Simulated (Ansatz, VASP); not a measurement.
# TaN in VASP and in Ansatz

```
CELL_PARAMETERS angstrom
0.00000 2.17384 2.17384
2.17384 0.00000 2.17384
2.17384 2.17384 0.00000
ATOMIC_POSITIONS crystal
Ta 0.50000 0.50217 0.50000
N 0.00000 0.97194 0.00000
```

Change from the starting cell: mode 4 frozen in at -0.061 Å and mode 6 at -0.061 Å (largest displacements).

Alike in both runs: task single point; functional LDA; k mesh 18 × 18 × 18; occupations gaussian, width 0.15 eV; no spin polarisation.

|  | VASP | Ansatz |
| --- | --- | --- |
| version | VASP 6.6.1 | Ansatz 0.2.0 |
| potentials or method | VASP PAW LDA potentials, release 64 (Ta_pv, N), cutoff 520 eV | scalar-relativistic, plane waves, PAW |
| valence electrons in the cell | 16 | 18 |

```csv
,VASP,Ansatz,Ansatz less VASP
gap on the k mesh at the Fermi level (eV),none,none,-
pressure (GPa),3.8,1.5,-2.29
"traceless stress, the component that is largest in VASP (GPa)",-1.62,-1.59,+0.029
rms of the force components (eV/Å),0.497,0.490,-0.0067
```

Ansatz warns that its potentials were made for another functional, while VASP's fit it. LDA's correlation is that of Perdew and Zunger in VASP and of Perdew and Wang (1992) in Ansatz. Atom by atom the forces differ by 0.007 eV/Å (rms over components). A gap of «none» marks a metal or a gap that the smearing closes. VASP's potentials hold 16 valence electrons a cell and Ansatz's 18, so a difference there can come from the potentials and not from the codes.

Neither program's run includes spin-orbit coupling.
